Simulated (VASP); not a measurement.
Here is a VASP 6.6.1 calculation.

The input INCAR:

```
  ALGO = Normal
  EDIFF = 1E-6
  ENCUT = 600
  GGA = PE
  GGA_COMPAT = F
  ISIF = 2
  ISMEAR = 0
  LASPH = T
  LCHARG = F
  LREAL = F
  LWAVE = F
  NBANDS = 25
  NELM = 120
  PREC = Accurate
  SIGMA = 0.02
```

KPOINTS

```
k-points
0
Gamma
  6 6 8
```

Contents of POSCAR:

```
MgF2
1.0
    4.9089721957      0.0000000000      0.0000000000
    0.0000000000      4.9089721957      0.0000000000
    0.0000000000      0.0000000000      3.0221247615
Mg F
2 4
Direct
    0.5000000000      0.5000000000      0.5000000000
    0.0000000000      0.0000000000      0.0000000000
    0.6938686726      0.6938686726      0.0000000000
    0.8061313274      0.1938686726      0.5000000000
    0.3061313274      0.3061313274      0.0000000000
    0.1938686726      0.8061313274      0.5000000000
```

Potentials or basis: VASP PAW PBE potentials, release 64 (Mg, F).

The run is started by

```sh
$ cat potpaw_PBE.64/Mg/POTCAR potpaw_PBE.64/F/POTCAR > POTCAR
$ mpirun -np 1 vasp_std > vasp.out
```

Question: Predict the pressure.

Answer: -5.0 GPa.

Question: Predict the band gap on the k mesh.

Answer: 6.48 eV, direct.

Stress tensor (GPa, compression positive):
```
-7.03  0.00  0.00
 0.00 -7.03  0.00
 0.00  0.00 -0.90
```

Caveat: the cell differs from its parent crystal (biaxial strain in the a-b plane: +4.5 %, then relaxed in part). A k mesh can miss the band edges.
